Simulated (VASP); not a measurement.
The system is MgO.

```xyz
4
Lattice="3.1896 0.0000 0.0000 -1.5948 2.7622 0.0000 0.0000 0.0000 5.2186" Properties=species:S:1:pos:R:3 pbc="T T T"
Mg    0.0000    1.8415   -0.0077
Mg    1.5948    0.9207    2.6015
O     0.0000    1.8415    1.9647
O     1.5948    0.9207    4.5740
```

This cell differs from its parent crystal: epitaxial xy strain -3.0%.

Base run:

```yaml
Program: VASP 6.6.1
Functional: PBE
Potentials_or_basis: VASP PAW PBE potentials, release 64 (Mg, O)
Cutoff: 520 eV
k_mesh: 12 × 12 × 6
Occupations: fermi-dirac, width 0.02 eV
Spin: no spin polarisation
```

Its results: band gap on the k mesh 3.92 eV, direct; pressure 7.8 GPa.

The run is repeated on the same cell with these changes: functional from PBE to r2SCAN; occupations from fermi-dirac, width 0.02 eV to gaussian, width 0.01 eV. What comes out?

Band gap on the k mesh 4.60 eV, direct; pressure 3.7 GPa.

Caveats: the PAW data sets were made with another functional, which shifts forces and pressure a little (some runs).

A k mesh can miss the band edges.
